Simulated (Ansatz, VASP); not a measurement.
# Two plane-wave programs on Al3Ni2

File INCAR:

```
SYSTEM = Al3Ni2
PREC = Accurate ; ENCUT = 520
EDIFF = 1E-6 ; ISMEAR = 0
SIGMA = 0.15 ; LREAL = .FALSE.
LASPH = .TRUE. ; NELM = 100
ALGO = Fast ; ISIF = 2
LWAVE = .FALSE. ; LCHARG = .TRUE.
GGA = PS ; LELF = .TRUE.
LVHAR = .TRUE. ; NBANDS = 22
```

Contents of KPOINTS:

```
Automatic mesh
0
G
  12 12 10
  0 0 0
```

The input POSCAR:

```
Al3Ni2
1.0
    4.1032181344      0.0000000000      0.0000000000
   -2.0516090672      3.5534911417      0.0000000000
    0.0000000000      0.0000000000      4.6164913802
Al Ni
3 2
Direct
    0.0000000000      0.0000000000      0.0000000000
    0.3333333333      0.6666666667      0.6477829059
    0.6666666667      0.3333333333      0.3522170941
    0.3333333333      0.6666666667      0.1455709067
    0.6666666667      0.3333333333      0.8544290933
```

Input for Ansatz:

```yaml
crystal:
  lattice:
    - [4.1032181344, 0.0, 0.0]
    - [-2.0516090672, 3.5534911417, 0.0]
    - [0.0, 0.0, 4.6164913802]
  atoms:
    - { symbol: Al, position: [0.0, 0.0, 0.0] }
    - { symbol: Al, position: [0.3333333333, 0.6666666667, 0.6477829059] }
    - { symbol: Al, position: [0.6666666667, 0.3333333333, 0.3522170941] }
    - { symbol: Ni, position: [0.3333333333, 0.6666666667, 0.1455709067] }
    - { symbol: Ni, position: [0.6666666667, 0.3333333333, 0.8544290933] }
basis:
  ecutwfc: 420
kpoints:
  mp_grid: { grid: [12, 12, 10] }
hamiltonian:
  xc: pbesol
scf:
  occupations: { method: gaussian, width: 0.15 }
output:
  forces: true
  stress: true
  eigenvalues: true
```

Change from the starting cell: strain +0.025 along x and y, -0.050 along z, atoms carried along.

Alike in both runs: task single point; functional PBEsol; k mesh 12 × 12 × 10; occupations gaussian, width 0.15 eV; no spin polarisation.

|  | VASP | Ansatz |
| --- | --- | --- |
| version | VASP 6.6.1 | Ansatz 0.2.0 |
| potentials or method | VASP PAW PBE potentials, release 64 (Al, Ni), cutoff 520 eV | scalar-relativistic, plane waves, PAW |
| valence electrons in the cell | 29 | 45 |

VASP gave:

| Property | Result |
| --- | --- |
| gap on the k mesh at the Fermi level (eV) | none |
| pressure (GPa) | 1.7 |
| traceless stress, the component that is largest in VASP (GPa) | 13.73 |
| rms of the force components (eV/Å) | 0.049 |

Problem. What did Ansatz give for the same quantities?

Solution. gap on the k mesh at the Fermi level (eV): none; pressure (GPa): 1.7; traceless stress, the component that is largest in VASP (GPa): 13.75; rms of the force components (eV/Å): 0.054.

VASP's potentials were made for PBE, not for PBEsol. Atom by atom the forces differ by 0.006 eV/Å (rms over components). A gap of «none» marks a metal or a gap that the smearing closes. With one functional, cell and mesh, what is left measures potentials, basis and numerics. VASP's potentials hold 29 valence electrons a cell and Ansatz's 45, so a difference there can come from the potentials and not from the codes.
